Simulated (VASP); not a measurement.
# ScTa3F (P4/mmm) in VASP: single point with PBE

Aim: the single point of ScTa3F with PBE.

Everything below comes from runs of VASP 6.6.1. Logs are shortened: lines on timing, memory, paths and dates and some standing lists are left out, and cuts for length are marked.

## Step 1: The cell of the first run

The structure is tetragonal, space group P4/mmm (No. 123). The conventional cell has a = 4.027 Å, b = 4.027 Å, c = 6.012 Å, α = 90.00°, β = 90.00°, γ = 90.00°. Within 3.8 Å of Sc (site symmetry 4/mmm) lie 4 F at 2.85 Å and 10 Ta at 3.01 to 3.32 Å. Within 2.3 Å of Ta (site symmetry 4mm) lie 1 F at 1.71 Å. Ta (site symmetry 4/mmm) has 2 Sc at 3.01 Å and 12 Ta at 3.13 to 4.03 Å and 8 F at 4.14 Å within 4.2 Å. F (site symmetry 4/mmm) has 2 Ta at 1.71 Å within 2.3 Å.

The cell was built from a structure type or drawn by symmetry, and may not be a known phase.

## Step 2: Single point, PBE, collinear spin

Input file INCAR:

```
PREC = Accurate
ENCUT = 520
EDIFF = 1E-6
ISMEAR = 0
SIGMA = 0.1
LREAL = F
LASPH = T
NELM = 150
ALGO = Normal
ISIF = 2
LWAVE = F
LCHARG = F
ISPIN = 2
MAGMOM = 0 1 1 1 0
LORBIT = 11
LMAXMIX = 4
GGA = PE
NBANDS = 38
```

Input file KPOINTS:

```
Automatic mesh
0
Gamma
  4 4 4
```

Input file POSCAR:

```
ScTa3F
1.0
    4.0269344000      0.0000000000      0.0000000000
    0.0000000000      4.0269344000      0.0000000000
    0.0000000000      0.0000000000      6.0119049800
Sc Ta F
1 3 1
Direct
    0.0000000000      0.0000000000      0.5000000000
    0.5000000000      0.5000000000      0.2154877700
    0.5000000000      0.5000000000      0.7845122300
    0.0000000000      0.0000000000      0.0000000000
    0.5000000000      0.5000000000      0.5000000000
```

Potentials or basis: VASP PAW PBE potentials, release 64 (Sc_sv, Ta_pv, F).

Started as:

```sh
$ cat potpaw_PBE.64/Sc_sv/POTCAR potpaw_PBE.64/Ta_pv/POTCAR potpaw_PBE.64/F/POTCAR > POTCAR
$ mpirun -np 1 vasp_std > vasp.out
```

OUTCAR:

```text
PREC = Accurate
   ENCUT = 520
   EDIFF = 1E-6
   ISMEAR = 0
   LREAL = F
   LASPH = T
   NELM = 150
   ISIF = 2
   ISPIN = 2
   LORBIT = 11
   GGA = PE

 ion  position               nearest neighbor table
   1  0.000  0.000  0.500-   4 3.01   4 3.01   2 3.32   3 3.32   2 3.32   3 3.32   2 3.32   3 3.32
                             2 3.32   3 3.32
   2  0.500  0.500  0.215-   5 1.71   3 2.59   4 3.13   4 3.13   4 3.13   4 3.13   1 3.32   1 3.32
                             1 3.32   1 3.32   3 3.42
   3  0.500  0.500  0.785-   5 1.71   2 2.59   4 3.13   4 3.13   4 3.13   4 3.13   1 3.32   1 3.32
                             1 3.32   1 3.32   2 3.42
   4  0.000  0.000  0.000-   1 3.01   1 3.01   3 3.13   2 3.13   2 3.13   3 3.13   2 3.13   3 3.13
                             2 3.13   3 3.13
   5  0.500  0.500  0.500-   2 1.71   3 1.71

  LATTYP: Found a simple tetragonal cell.
 ALAT       =     4.0269344000
 C/A-ratio  =     1.4929234954

  Lattice vectors:

 A1 = (   4.0269344000,   0.0000000000,   0.0000000000)
 A2 = (   0.0000000000,   4.0269344000,   0.0000000000)
 A3 = (   0.0000000000,   0.0000000000,   6.0119049800)

Analysis of symmetry for initial positions (statically):
=====================================================================
 Subroutine PRICEL returns:
 Original cell was already a primitive cell.

 Routine SETGRP: Setting up the symmetry group for a
 simple tetragonal supercell.

 Subroutine GETGRP returns: Found 16 space group operations
 (whereof 16 operations were pure point group operations)
 out of a pool of 16 trial point group operations.

The static configuration has the point symmetry D_4h.

Analysis of symmetry for dynamics (positions and initial velocities):
=====================================================================
 Subroutine PRICEL returns:
 Original cell was already a primitive cell.

 Routine SETGRP: Setting up the symmetry group for a
 simple tetragonal supercell.

 Subroutine GETGRP returns: Found 16 space group operations
 (whereof 16 operations were pure point group operations)
 out of a pool of 16 trial point group operations.

The dynamic configuration has the point symmetry D_4h.

Analysis of structural, dynamic, and magnetic symmetry:
=====================================================================
 Subroutine PRICEL returns:
 Original cell was already a primitive cell.

 Routine SETGRP: Setting up the symmetry group for a
 simple tetragonal supercell.

 Subroutine GETGRP returns: Found 16 space group operations
 (whereof 16 operations were pure point group operations)
 out of a pool of 16 trial point group operations.

The overall configuration has the point symmetry D_4h.

 Subroutine INISYM returns: Found 16 space group operations
 (whereof 16 operations are pure point group operations),
 and found     1 'primitive' translations

----------------------------------------------------------------------------------------

                                     Primitive cell

  volume of cell :      97.4903

  direct lattice vectors                    reciprocal lattice vectors
     4.026934400  0.000000000  0.000000000     0.248327860  0.000000000  0.000000000
     0.000000000  4.026934400  0.000000000     0.000000000  0.248327860  0.000000000
     0.000000000  0.000000000  6.011904980     0.000000000  0.000000000  0.166336628

  length of vectors
     4.026934400  4.026934400  6.011904980     0.248327860  0.248327860  0.166336628

  position of ions in fractional coordinates (direct lattice)
     0.000000000  0.000000000  0.500000000
     0.500000000  0.500000000  0.215487770
     0.500000000  0.500000000  0.784512230
     0.000000000  0.000000000  0.000000000
     0.500000000  0.500000000  0.500000000

  ion indices of the primitive-cell ions
   primitive index   ion index
                 1           1
                 2           2
                 3           3
                 4           4
                 5           5

----------------------------------------------------------------------------------------

 KPOINTS: Automatic mesh

Automatic generation of k-mesh.
 Grid dimensions read from file:
 generate k-points for:    4    4    4

 Generating k-lattice:

  Cartesian coordinates                     Fractional coordinates (reciprocal lattice)
     0.062081965  0.000000000  0.000000000     0.250000000  0.000000000  0.000000000
     0.000000000  0.062081965  0.000000000     0.000000000  0.250000000  0.000000000
     0.000000000  0.000000000  0.041584157     0.000000000  0.000000000  0.250000000

  Length of vectors
     0.062081965  0.062081965  0.041584157

  Shift w.r.t. Gamma in fractional coordinates (k-lattice)
     0.000000000  0.000000000  0.000000000

 Subroutine IBZKPT returns following result:
 ===========================================

 Found     18 irreducible k-points:

 Following reciprocal coordinates:
            Coordinates               Weight
  0.000000  0.000000  0.000000      1.000000
  0.250000  0.000000  0.000000      4.000000
  0.500000  0.000000  0.000000      2.000000
  0.250000  0.250000  0.000000      4.000000
  0.500000  0.250000  0.000000      4.000000
  0.500000  0.500000  0.000000      1.000000
[... 10 lines left out ...]
  0.500000  0.250000  0.500000      4.000000
  0.500000  0.500000  0.500000      1.000000
   k-points           NKPTS =     18   k-points in BZ     NKDIM =     18   number of bands    NBANDS=     38
   number of dos      NEDOS =    301   number of ions     NIONS =      5
   total plane-waves  NPLWV =  43200
   dimension x,y,z NGX =    30 NGY =   30 NGZ =   48
   dimension x,y,z NGXF=    60 NGYF=   60 NGZF=   96
   ions per type =               1   3   1
   NGX,Y,Z   is equivalent  to a cutoff of  12.39, 12.39, 13.27 a.u.
   NGXF,Y,Z  is equivalent  to a cutoff of  24.77, 24.77, 26.55 a.u.
 SYSTEM =  unknown system
   PREC   = accura    normal or accurate (medium, high low for compatibility)
   ISTART =      0    job   : 0-new  1-cont  2-samecut
   ICHARG =      2    charge: 1-file 2-atom 10-const
   ISPIN  =      2    spin polarized calculation?
   LNONCOLLINEAR =      F non collinear calculations
   LSORBIT =      F    spin-orbit coupling
   LASPH  =      T    aspherical Exc in radial PAW
   ENCUT  =  520.0 eV  38.22 Ry    6.18 a.u.   7.49  7.49 11.18*2*pi/ulx,y,z
   NELM   =    150;   NELMIN=  2; NELMDL= -5     # of ELM steps
   EDIFF  = 0.1E-05   stopping-criterion for ELM
   LREAL  =      F    real-space projection
   EDIFFG = 0.1E-04   stopping-criterion for IOM
   NSW    =      0    number of steps for IOM
   IBRION =     -1    ionic relax: 0-MD 1-quasi-New 2-CG
   NFREE  =      0    steps in history (QN), initial steepest desc. (CG)
   ISIF   =      2    stress and relaxation
   ISYM   =      2    0-nonsym 1-usesym 2-fastsym
   POTIM  = 0.5000    time-step for ionic-motion
   TEBEG  =    0.0;   TEEND  =   0.0 temperature during run
   PSTRESS=    0.0 pullay stress
   NELECT =      51.0000    total number of electrons
   NUPDOWN=      -1.0000    fix difference up-down
   EMIN   =  10.00;   EMAX   =-10.00  energy-range for DOS
   EFERMI =   0.00;   METHOD = LEGACY
   ISMEAR =     0;   SIGMA  =   0.10  broadening in eV -4-tet -1-fermi 0-gaus
   EFERMI_NEDOS =   21; number of points for ismear=-14 and -15
   IALGO  =     38    algorithm
   IMIX   =      4    mixing-type and parameters
     AMIX     =   0.40;   BMIX     =  1.00
     AMIX_MAG =   1.60;   BMIX_MAG =  1.00
  volume/ion in A,a.u.               =      19.50       131.58
  Fermi-wavevector in a.u.,A,eV,Ry     =   1.319100  2.492738 23.674485  1.740026
  Thomas-Fermi vector in A             =   2.449023
   LORBIT       =     11    0 simple, 1 ext, 2 COOP (PROOUT), +10 PAW based schemes
   GGA     = PE    functional components
   LHFCALC =     F    Hartree Fock is set to
   AEXX    =    0.0000 exact exchange contribution
   IVDW    =     0    specifies the selected vdW correction
   LEPSILON=     F    determine dielectric tensor
   LRPA    =     F    only Hartree local field effects (RPA)
 spin polarized calculation
 Gauss-broadening in eV      SIGMA  =   0.10
  energy-cutoff  :      520.00
  volume of cell :       97.49
 maximum number of plane-waves:      2654
 NGX is ok and might be reduce to    30
   NGX = 15   NGY = 15   NGZ = 23

 number of electron      50.9999987 magnetization       0.0049672

 Free energy of the ion-electron system (eV)
  ---------------------------------------------------
  ext. energy  EPLUGINS =         0.00000000
  ---------------------------------------------------
  free energy    TOTEN  =       -39.93107307 eV

  energy without entropy =      -39.90536826  energy(sigma->0) =      -39.91822067

 E-fermi :   4.5422     XC(G=0): -11.1059

 val. band max:        4.5313309424   @ k =   0.5000   0.5000   0.0000
 cond. band min:       4.5598424603   @ k =   0.5000   0.5000   0.2500
 fundamental gap:      0.0285115179
 Fermi energy:         4.5421542057

 spin component 1

 k-point     1 :       0.0000    0.0000    0.0000
  band No.  band energies     occupation
      1     -45.1080      1.00000
      2     -32.7055      1.00000
      3     -30.7660      1.00000
      4     -30.1372      1.00000
      5     -30.1372      1.00000
      6     -29.9355      1.00000
[... 29 lines left out ...]
     36       8.4253      0.00000
     37       8.4253      0.00000

 k-point     2 :       0.2500    0.0000    0.0000
  band No.  band energies     occupation
      1     -45.1073      1.00000
      2     -32.7070      1.00000
      3     -30.7646      1.00000
      4     -30.1007      1.00000
      5     -30.0909      1.00000
      6     -30.0048      1.00000
[... 29 lines left out ...]
     36       7.8685      0.00000
     37       7.9533      0.00000
[... 598 lines left out ...]
     36       7.7367      0.00000
     37       8.7588      0.00000

 k-point    18 :       0.5000    0.5000    0.5000
  band No.  band energies     occupation
      1     -45.1055      1.00000
      2     -32.1458      1.00000
      3     -31.5541      1.00000
      4     -30.1863      1.00000
      5     -30.1863      1.00000
      6     -29.9288      1.00000
[... 29 lines left out ...]
     36       7.1479      0.00000
     37       8.2627      0.00000
 Fermi energy:         4.5421542057

 spin component 2

 k-point     1 :       0.0000    0.0000    0.0000
  band No.  band energies     occupation
      1     -45.1074      1.00000
      2     -32.7046      1.00000
      3     -30.7652      1.00000
      4     -30.1370      1.00000
      5     -30.1370      1.00000
      6     -29.9362      1.00000
[... 29 lines left out ...]
     36       8.4258      0.00000
     37       8.4258      0.00000

 k-point     2 :       0.2500    0.0000    0.0000
  band No.  band energies     occupation
      1     -45.1067      1.00000
      2     -32.7061      1.00000
      3     -30.7638      1.00000
      4     -30.1005      1.00000
      5     -30.0907      1.00000
      6     -30.0050      1.00000
[... 29 lines left out ...]
     36       7.8691      0.00000
     37       7.9539      0.00000
[... 598 lines left out ...]
     36       7.7373      0.00000
     37       8.7594      0.00000

 k-point    18 :       0.5000    0.5000    0.5000
  band No.  band energies     occupation
      1     -45.1049      1.00000
      2     -32.1450      1.00000
      3     -31.5531      1.00000
      4     -30.1862      1.00000
      5     -30.1862      1.00000
      6     -29.9295      1.00000
[... 29 lines left out ...]
     36       7.1504      0.00000
     37       8.2636      0.00000
 [bands above 37 left out]

------------------------ aborting loop because EDIFF is reached ----------------------------------------

  FORCE on cell =-STRESS in cart. coord.  units (eV):
  Direction    XX          YY          ZZ          XY          YZ          ZX
  --------------------------------------------------------------------------------------
  -------------------------------------------------------------------------------------
  Total      -10.0153722    -10.0153722     44.7264994      0.0000000     -0.0000000      0.0000000
  in kB     -164.5949321   -164.5949321    735.0455846      0.0000000     -0.0000000      0.0000000
  external PRESSURE =     135.2852401 kB  Pullay stress =       0.0000000 kB

 VOLUME and BASIS-vectors are now :
 -----------------------------------------------------------------------------
  energy-cutoff  :      520.00
  volume of cell :       97.49
      direct lattice vectors                 reciprocal lattice vectors
     4.026934400  0.000000000  0.000000000     0.248327860  0.000000000  0.000000000
     0.000000000  4.026934400  0.000000000     0.000000000  0.248327860  0.000000000
     0.000000000  0.000000000  6.011904980     0.000000000  0.000000000  0.166336628

 POSITION                                       TOTAL-FORCE (eV/Angst)
 -----------------------------------------------------------------------------------
      0.00000      0.00000      3.00595         0.000000     -0.000000      0.000000
      2.01347      2.01347      1.29549         0.000000      0.000000    -12.383251
      2.01347      2.01347      4.71641        -0.000000      0.000000     12.383251
      0.00000      0.00000      0.00000         0.000000     -0.000000      0.000000
      2.01347      2.01347      3.00595         0.000000     -0.000000      0.000000
 -----------------------------------------------------------------------------------
    total drift:                                0.000000      0.000000      0.000000

  FREE ENERGIE OF THE ION-ELECTRON SYSTEM (eV)
  ---------------------------------------------------
  free  energy   TOTEN  =       -39.9310730744 eV

  energy  without entropy=      -39.9053682571  energy(sigma->0) =      -39.91822067

 total charge

# of ion       s       p       d       tot
------------------------------------------
    1        2.248   6.118   1.023   9.389
    2        0.377   6.196   2.465   9.038
    3        0.377   6.196   2.465   9.038
    4        0.341   6.112   2.115   8.569
    5        1.776   4.523   0.000   6.299
--------------------------------------------------
tot          5.119  29.147   8.069  42.334

 magnetization (x)

# of ion       s       p       d       tot
------------------------------------------
    1        0.000   0.000   0.001   0.001
    2        0.000   0.000   0.001   0.001
    3        0.000   0.000   0.001   0.001
    4       -0.000  -0.000  -0.001  -0.001
    5        0.000   0.000   0.000   0.000
--------------------------------------------------
tot          0.000   0.000   0.002   0.002
```

Wall time 2.7 min (1 thread of AMD EPYC 7R43 (Zen 3), shared host); peak memory 0.26 GiB.

Results:

```yaml
Free_energy: -39.9311 eV
Pressure: 13.5 GPa
Largest_force: 12.383 eV/Å
Net_moment: 0.00 μB per cell
Valence_electrons_inside_the_program's_atomic_spheres: Sc 9.39; Ta 9.04, 8.57 (each value once); F 6.30
```

Forces in eV/Å, atoms in the order of the input:
```
Sc    0.000   0.000   0.000
Ta    0.000   0.000 -12.383
Ta    0.000   0.000  12.383
Ta    0.000   0.000   0.000
F     0.000   0.000   0.000
```

Levels at points of the mesh, in eV from the Fermi level:
Spin up:
| k point | band 22 | band 23 | band 24 | band 25 | band 26 | band 27 | band 28 | band 29 |
| --- | --- | --- | --- | --- | --- | --- | --- | --- |
| (0.00, 0.00, 0.00) | -1.15 | -0.25 | 0.05 | 0.05 | 0.24 | 0.36 | 0.36 | 0.45 |
| (0.50, 0.00, 0.00) | -1.37 | -1.26 | -0.27 | -0.11 | 0.27 | 0.59 | 1.48 | 1.59 |
| (0.50, 0.50, 0.00) | -1.19 | -1.19 | -0.33 | -0.01 | 0.44 | 0.87 | 0.87 | 1.15 |
| (0.00, 0.00, 0.50) | -0.88 | -0.80 | -0.80 | -0.63 | 0.40 | 0.83 | 0.83 | 0.90 |
| (0.50, 0.00, 0.50) | -1.18 | -1.14 | -0.99 | -0.54 | 1.12 | 1.16 | 1.54 | 1.57 |
| (0.50, 0.50, 0.50) | -1.48 | -0.67 | -0.67 | -0.38 | -0.38 | -0.19 | 1.27 | 2.12 |
Spin down:
| k point | band 22 | band 23 | band 24 | band 25 | band 26 | band 27 | band 28 | band 29 |
| --- | --- | --- | --- | --- | --- | --- | --- | --- |
| (0.00, 0.00, 0.00) | -1.14 | -0.25 | 0.05 | 0.05 | 0.24 | 0.37 | 0.37 | 0.45 |
| (0.50, 0.00, 0.00) | -1.37 | -1.26 | -0.27 | -0.11 | 0.27 | 0.59 | 1.48 | 1.59 |
| (0.50, 0.50, 0.00) | -1.19 | -1.19 | -0.33 | -0.01 | 0.44 | 0.87 | 0.87 | 1.15 |
| (0.00, 0.00, 0.50) | -0.88 | -0.80 | -0.80 | -0.63 | 0.41 | 0.83 | 0.83 | 0.90 |
| (0.50, 0.00, 0.50) | -1.18 | -1.14 | -0.99 | -0.54 | 1.12 | 1.16 | 1.54 | 1.57 |
| (0.50, 0.50, 0.50) | -1.48 | -0.67 | -0.67 | -0.38 | -0.38 | -0.18 | 1.27 | 2.12 |

Caveat: the k points lie up to 0.39 Å⁻¹ apart; spin-orbit coupling is left out, which moves the levels of the heavy elements; forces of over 1 eV/Å act on the atoms, so gaps and moduli don't describe the material at rest.
